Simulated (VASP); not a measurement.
# Mo (Fm-3m) in VASP: a series of runs

The runs below take Mo through electric field gradients, density of states, with PBE.

Program: VASP 6.6.1. These are calculated values, not measurements. Logs are shortened: lines on timing, memory, paths and dates and some standing lists are left out, and cuts for length are marked.

## 1. The cell of the first run

It takes space group Fm-3m (No. 225, cubic). Conventional cell: a = 4.070 Å, b = 4.070 Å, c = 4.070 Å, α = 90.00°, β = 90.00°, γ = 90.00°. Mo (site symmetry m-3m) has 12 Mo at 2.88 Å within 3.8 Å.

## 2. Electric field gradients, PBE (volume scaled by 1.03)

Input file INCAR:

```
SYSTEM = Mo
  PREC = Accurate
  ENCUT = 520
  EDIFF = 1E-8
  ISMEAR = -1
  SIGMA = 0.08
  LREAL = .FALSE.
  LASPH = .TRUE.
  NELM = 100
  ALGO = Normal
  ISIF = 2
  LWAVE = .FALSE.
  LCHARG = .FALSE.
  GGA = PE
  LEFG = .TRUE.
  NBANDS = 13
```

Input file KPOINTS:

```
regular mesh
0
G
  17 17 17
  0 0 0
```

Input file POSCAR:

```
Mo
1.0
    0.0000000000      2.0349517926      2.0349517926
    2.0349517926      0.0000000000      2.0349517926
    2.0349517926      2.0349517926      0.0000000000
Mo
1
Direct
    0.0000000000      0.0000000000      0.0000000000
```

Potentials or basis: VASP PAW PBE potentials, release 64 (Mo_sv).

On the command line:

```console
$ cat potpaw_PBE.64/Mo_sv/POTCAR > POTCAR
$ mpirun -np 1 vasp_std > vasp.out
```

OUTCAR:

```text
SYSTEM = Mo
   PREC = Accurate
   ENCUT = 520
   EDIFF = 1E-8
   ISMEAR = -1
   LREAL = .FALSE.
   LASPH = .TRUE.
   NELM = 100
   ISIF = 2
   GGA = PE

 ion  position               nearest neighbor table
   1  0.000  0.000  0.000-

  LATTYP: Found a face centered cubic cell.
 ALAT       =     4.0699035852

  Lattice vectors:

 A1 = (   0.0000000000,   2.0349517926,   2.0349517926)
 A2 = (   2.0349517926,   0.0000000000,   2.0349517926)
 A3 = (   2.0349517926,   2.0349517926,   0.0000000000)

Analysis of symmetry for initial positions (statically):
=====================================================================
 Subroutine PRICEL returns:
 Original cell was already a primitive cell.

 Routine SETGRP: Setting up the symmetry group for a
 face centered cubic supercell.

 Subroutine GETGRP returns: Found 48 space group operations
 (whereof 48 operations were pure point group operations)
 out of a pool of 48 trial point group operations.

The static configuration has the point symmetry O_h .

Analysis of symmetry for dynamics (positions and initial velocities):
=====================================================================
 Subroutine PRICEL returns:
 Original cell was already a primitive cell.

 Routine SETGRP: Setting up the symmetry group for a
 face centered cubic supercell.

 Subroutine GETGRP returns: Found 48 space group operations
 (whereof 48 operations were pure point group operations)
 out of a pool of 48 trial point group operations.

The dynamic configuration has the point symmetry O_h .

 Subroutine INISYM returns: Found 48 space group operations
 (whereof 48 operations are pure point group operations),
 and found     1 'primitive' translations

----------------------------------------------------------------------------------------

                                     Primitive cell

  volume of cell :      16.8536

  direct lattice vectors                    reciprocal lattice vectors
     0.000000000  2.034951793  2.034951793    -0.245706066  0.245706066  0.245706066
     2.034951793  0.000000000  2.034951793     0.245706066 -0.245706066  0.245706066
     2.034951793  2.034951793  0.000000000     0.245706066  0.245706066 -0.245706066

  length of vectors
     2.877856424  2.877856424  2.877856424     0.425575391  0.425575391  0.425575391

  position of ions in fractional coordinates (direct lattice)
     0.000000000  0.000000000  0.000000000

  ion indices of the primitive-cell ions
   primitive index   ion index
                 1           1

----------------------------------------------------------------------------------------

 KPOINTS: regular mesh

Automatic generation of k-mesh.
 Grid dimensions read from file:
 generate k-points for:   17   17   17

 Generating k-lattice:

  Cartesian coordinates                     Fractional coordinates (reciprocal lattice)
    -0.014453298  0.014453298  0.014453298     0.058823529  0.000000000  0.000000000
     0.014453298 -0.014453298  0.014453298     0.000000000  0.058823529  0.000000000
     0.014453298  0.014453298 -0.014453298     0.000000000  0.000000000  0.058823529

  Length of vectors
     0.025033847  0.025033847  0.025033847

  Shift w.r.t. Gamma in fractional coordinates (k-lattice)
     0.000000000  0.000000000  0.000000000

 Subroutine IBZKPT returns following result:
 ===========================================

 Found    165 irreducible k-points:

 Following reciprocal coordinates:
            Coordinates               Weight
  0.000000  0.000000  0.000000      1.000000
  0.058824  0.000000  0.000000      8.000000
  0.117647  0.000000  0.000000      8.000000
  0.176471  0.000000  0.000000      8.000000
  0.235294  0.000000  0.000000      8.000000
  0.294118  0.000000  0.000000      8.000000
[... 16 lines left out ...]
 -0.176471  0.058824  0.000000     24.000000
 -0.117647  0.058824  0.000000     24.000000
 [... further k-points ...]
   k-points           NKPTS =    165   k-points in BZ     NKDIM =    165   number of bands    NBANDS=     13
   number of dos      NEDOS =    301   number of ions     NIONS =      1
   total plane-waves  NPLWV =  13824
   dimension x,y,z NGX =    24 NGY =   24 NGZ =   24
   dimension x,y,z NGXF=    48 NGYF=   48 NGZF=   48
   ions per type =               1
   NGX,Y,Z   is equivalent  to a cutoff of  13.86, 13.86, 13.86 a.u.
   NGXF,Y,Z  is equivalent  to a cutoff of  27.73, 27.73, 27.73 a.u.
 SYSTEM =  Mo
   PREC   = accura    normal or accurate (medium, high low for compatibility)
   ISTART =      0    job   : 0-new  1-cont  2-samecut
   ICHARG =      2    charge: 1-file 2-atom 10-const
   ISPIN  =      1    spin polarized calculation?
   LNONCOLLINEAR =      F non collinear calculations
   LSORBIT =      F    spin-orbit coupling
   LASPH  =      T    aspherical Exc in radial PAW
   ENCUT  =  520.0 eV  38.22 Ry    6.18 a.u.   5.35  5.35  5.35*2*pi/ulx,y,z
   NELM   =    100;   NELMIN=  2; NELMDL= -5     # of ELM steps
   EDIFF  = 0.1E-07   stopping-criterion for ELM
   LREAL  =      F    real-space projection
   EDIFFG = 0.1E-06   stopping-criterion for IOM
   NSW    =      0    number of steps for IOM
   IBRION =     -1    ionic relax: 0-MD 1-quasi-New 2-CG
   NFREE  =      0    steps in history (QN), initial steepest desc. (CG)
   ISIF   =      2    stress and relaxation
   ISYM   =      2    0-nonsym 1-usesym 2-fastsym
   POTIM  = 0.5000    time-step for ionic-motion
   TEBEG  =    0.0;   TEEND  =   0.0 temperature during run
   PSTRESS=    0.0 pullay stress
   NELECT =      14.0000    total number of electrons
   NUPDOWN=      -1.0000    fix difference up-down
   EMIN   =  10.00;   EMAX   =-10.00  energy-range for DOS
   EFERMI =   0.00;   METHOD = LEGACY
   ISMEAR =    -1;   SIGMA  =   0.08  broadening in eV -4-tet -1-fermi 0-gaus
   EFERMI_NEDOS =   21; number of points for ismear=-14 and -15
   IALGO  =     38    algorithm
   IMIX   =      4    mixing-type and parameters
     AMIX     =   0.40;   BMIX     =  1.00
     AMIX_MAG =   1.60;   BMIX_MAG =  1.00
  volume/ion in A,a.u.               =      16.85       113.73
  Fermi-wavevector in a.u.,A,eV,Ry     =   1.538934  2.908164 32.222929  2.368318
  Thomas-Fermi vector in A             =   2.645233
   LORBIT       =      0    0 simple, 1 ext, 2 COOP (PROOUT), +10 PAW based schemes
   GGA     = PE    functional components
   LHFCALC =     F    Hartree Fock is set to
   AEXX    =    0.0000 exact exchange contribution
   IVDW    =     0    specifies the selected vdW correction
   LEPSILON=     F    determine dielectric tensor
   LRPA    =     F    only Hartree local field effects (RPA)
 non-spin polarized calculation
  energy-cutoff  :      520.00
  volume of cell :       16.85
 maximum number of plane-waves:       469
 NGX is ok and might be reduce to    24
   NGX = 11   NGY = 11   NGZ = 11

 number of electron      14.0000001 magnetization

 Free energy of the ion-electron system (eV)
  ---------------------------------------------------
  ext. energy  EPLUGINS =         0.00000000
  ---------------------------------------------------
  free energy    TOTEN  =       -10.49979027 eV

  energy without entropy =      -10.46947375  energy(sigma->0) =      -10.48463201

 E-fermi :  11.0281     XC(G=0): -12.9533

 val. band max:       11.0228202785   @ k =  -0.4118   0.1765   0.0588
 cond. band min:      11.0329552944   @ k =   0.4706   0.1176   0.0588
 fundamental gap:      0.0101350159
 Fermi energy:        11.0281282938

 k-point     1 :       0.0000    0.0000    0.0000
  band No.  band energies     occupation
      1     -49.7171      2.00000
      2     -23.1586      2.00000
      3     -23.1586      2.00000
      4     -23.1586      2.00000
      5       4.4495      2.00000
      6      10.3814      1.99938
      7      10.3814      1.99938
      8      10.3814      1.99938
      9      12.8658      0.00000
     10      12.8658      0.00000
     11      24.0881      0.00000
     12      29.1021      0.00000
     13      29.1021      0.00000

 k-point     2 :       0.0588    0.0000    0.0000
  band No.  band energies     occupation
      1     -49.7110      2.00000
      2     -23.1979      2.00000
      3     -23.1636      2.00000
      4     -23.1636      2.00000
      5       4.5834      2.00000
      6      10.2918      1.99980
      7      10.4416      1.99869
      8      10.4416      1.99869
      9      12.8189      0.00000
     10      12.8189      0.00000
     11      24.3414      0.00000
     12      28.4906      0.00000
     13      29.3387      0.00000

 k-point     3 :       0.1176    0.0000    0.0000
  band No.  band energies     occupation
      1     -49.6937      2.00000
      2     -23.3098      2.00000
      3     -23.1778      2.00000
      4     -23.1778      2.00000
      5       4.9658      2.00000
      6      10.0668      1.99999
      7      10.5954      1.99109
      8      10.5954      1.99109
      9      12.7186      0.00000
     10      12.7186      0.00000
     11      25.0218      0.00000
     12      27.2949      0.00000
     13      30.0247      0.00000

 k-point     4 :       0.1765    0.0000    0.0000
  band No.  band energies     occupation
      1     -49.6673      2.00000
      2     -23.4770      2.00000
      3     -23.1994      2.00000
      4     -23.1994      2.00000
      5       5.5301      2.00000
      6       9.8248      2.00000
      7      10.7508      1.93947
      8      10.7508      1.93947
      9      12.6882      0.00000
     10      12.6882      0.00000
     11      25.5778      0.00000
     12      26.4275      0.00000
     13      31.0971      0.00000

 k-point     5 :       0.2353    0.0000    0.0000
  band No.  band energies     occupation
      1     -49.6352      2.00000
      2     -23.6748      2.00000
      3     -23.2253      2.00000
      4     -23.2253      2.00000
      5       6.1350      2.00000
      6       9.7477      2.00000
      7      10.7756      1.91831
      8      10.7756      1.91831
      9      12.8862      0.00000
     10      12.8862      0.00000
     11      24.6936      0.00000
     12      26.9044      0.00000
     13      32.4635      0.00000
[... 257 lines left out ...]
 k-point    22 :      -0.2353    0.0588    0.0000
  band No.  band energies     occupation
      1     -49.6201      2.00000
      2     -23.7450      2.00000
      3     -23.2751      2.00000
      4     -23.2222      2.00000
      5       6.4212      2.00000
      6       9.6701      2.00000
      7      10.7129      1.96186
      8      10.8371      1.83189
      9      12.6056      0.00000
     10      13.4963      0.00000
     11      24.5385      0.00000
     12      27.0689      0.00000
     13      31.7466      0.00000

 k-point    23 :      -0.1765    0.0588    0.0000
  band No.  band energies     occupation
      1     -49.6526      2.00000
      2     -23.5500      2.00000
      3     -23.2449      2.00000
      4     -23.1966      2.00000
      5       5.8456      2.00000
      6       9.6633      2.00000
      7      10.7992      1.89188
      8      10.8650      1.76976
      9      12.3502      0.00000
     10      13.0952      0.00000
     11      25.5436      0.00000
     12      26.6496      0.00000
     13      30.6921      0.00000

 k-point    24 :      -0.1176    0.0588    0.0000
  band No.  band energies     occupation
      1     -49.6809      2.00000
      2     -23.3770      2.00000
      3     -23.2147      2.00000
      4     -23.1767      2.00000
      5       5.2492      2.00000
      6       9.8814      2.00000
      7      10.7061      1.96493
      8      10.7277      1.95431
      9      12.4214      0.00000
     10      12.9179      0.00000
     11      25.5064      0.00000
     12      26.8899      0.00000
     13      29.8158      0.00000

 [... further k-points ...]
[... 5 lines left out ...]
  --------------------------------------------------------------------------------------
  -------------------------------------------------------------------------------------
  Total       -1.0853707     -1.0853707     -1.0853707      0.0000000      0.0000000      0.0000000
  in kB     -103.1801877   -103.1801877   -103.1801877      0.0000000      0.0000000      0.0000000
  external PRESSURE =    -103.1801877 kB  Pullay stress =       0.0000000 kB

 VOLUME and BASIS-vectors are now :
 -----------------------------------------------------------------------------
  energy-cutoff  :      520.00
  volume of cell :       16.85
      direct lattice vectors                 reciprocal lattice vectors
     0.000000000  2.034951793  2.034951793    -0.245706066  0.245706066  0.245706066
     2.034951793  0.000000000  2.034951793     0.245706066 -0.245706066  0.245706066
     2.034951793  2.034951793  0.000000000     0.245706066  0.245706066 -0.245706066

 POSITION                                       TOTAL-FORCE (eV/Angst)
 -----------------------------------------------------------------------------------
      0.00000      0.00000      0.00000         0.000000      0.000000     -0.000000
 -----------------------------------------------------------------------------------
    total drift:                                0.000000      0.000000      0.000000

  FREE ENERGIE OF THE ION-ELECTRON SYSTEM (eV)
  ---------------------------------------------------
  free  energy   TOTEN  =       -10.4997902652 eV

  energy  without entropy=      -10.4694737530  energy(sigma->0) =      -10.48463201

 Electric field gradients (V/A^2)
---------------------------------------------------------------------
 ion       V_xx      V_yy      V_zz      V_xy      V_xz      V_yz
---------------------------------------------------------------------
   1       0.000    -0.000     0.000    -0.000    -0.000    -0.000
---------------------------------------------------------------------

 Electric field gradients after diagonalization (V/A^2)
 (convention: |V_zz| > |V_xx| > |V_yy|)
----------------------------------------------------------------------
 ion       V_xx      V_yy      V_zz     asymmetry (V_yy - V_xx)/ V_zz
----------------------------------------------------------------------
   1       0.000     0.000    -0.000       0.000
----------------------------------------------------------------------

           NMR quadrupolar parameters

 Cq : quadrupolar parameter    Cq=e*Q*V_zz/h
 eta: asymmetry parameters     (V_yy - V_xx)/ V_zz
 Q  : nuclear electric quadrupole moment in mb (millibarn)
----------------------------------------------------------------------
 ion       Cq(MHz)       eta       Q (mb)
----------------------------------------------------------------------
   1      -0.000       0.000       1.000
----------------------------------------------------------------------
```

Wall time 12 s (1 thread of Intel Xeon 6975P-C (Granite Rapids), shared host); peak memory 0.16 GiB.

What came out:

```
Free energy            : -10.4998 eV
Pressure               : -10.3 GPa
Band gap on the k mesh : zero (band 7 reaches 14.62 eV, above the bottom of band 8 at 10.38 eV)
```

Caveat: without QUAD_EFG the Cq values of the log hold for a quadrupole moment of 1 mb, not for the nuclei.

[end of part 1 of 2]
